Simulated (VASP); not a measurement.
Write the native input for VASP 6.6.1 that does the following.

| Property | Result |
| --- | --- |
| Task | single point |
| Functional | PBEsol |
| Potentials or basis | VASP PAW PBE potentials, release 64 (In_d, P) |
| Cutoff | 500 eV |
| k mesh | 6 × 6 × 6 |
| Occupations | gaussian, width 0.01 eV |
| Spin | no spin polarisation |
| Dipole correction | no |
| Further INCAR settings | ALGO = Normal; EDIFF = 1e-06; NBANDS = 16 |

The structure of InP lies in POSCAR:

```
InP
1.0
    0.0000000000      2.9392392491      2.9392392491
    2.9392392491      0.0000000000      2.9392392491
    2.9392392491      2.9392392491      0.0000000000
In P
1 1
Direct
    0.0000000000      0.0000000000      0.0000000000
    0.7500000000      0.7500000000      0.7500000000
```

The input as run:

INCAR

```
SYSTEM = InP
PREC     = Accurate       ! precision mode
ENCUT    = 500            ! plane-wave cutoff, eV
EDIFF    = 1E-6           ! SCF threshold, eV
ISMEAR   = 0              ! smearing method
SIGMA    = 0.01           ! smearing width, eV
LREAL    = .False.        ! projectors in reciprocal space
LASPH    = .True.         ! aspherical terms in the spheres
NELM     = 120            ! most SCF steps
ALGO     = Normal         ! electronic algorithm
ISIF     = 2              ! what is computed and relaxed
LWAVE    = .False.        ! write WAVECAR
LCHARG   = .False.        ! write CHGCAR
GGA      = PS             ! functional
NBANDS   = 16             ! bands
GGA_COMPAT= .False.
```

KPOINTS

```
Automatic mesh
0
Gamma
  6 6 6
  0 0 0
```

Potentials or basis: VASP PAW PBE potentials, release 64 (In_d, P).

The run is started by

```sh
$ cat potpaw_PBE.64/In_d/POTCAR potpaw_PBE.64/P/POTCAR > POTCAR
$ mpirun -np 1 vasp_std > vasp.out
```

It gave:

```
Pressure               : 0.0 GPa
Band gap on the k mesh : 0.56 eV, direct
```

Caveat: the PAW data sets were made with another functional, which shifts forces and pressure a little; spin-orbit coupling is left out, which moves the levels of the heavy elements.

It took 6.4 s on 1 thread of Intel(R) Xeon(R) 6975P-C (Granite Rapids) (shared host), peak memory 0.16 GiB.
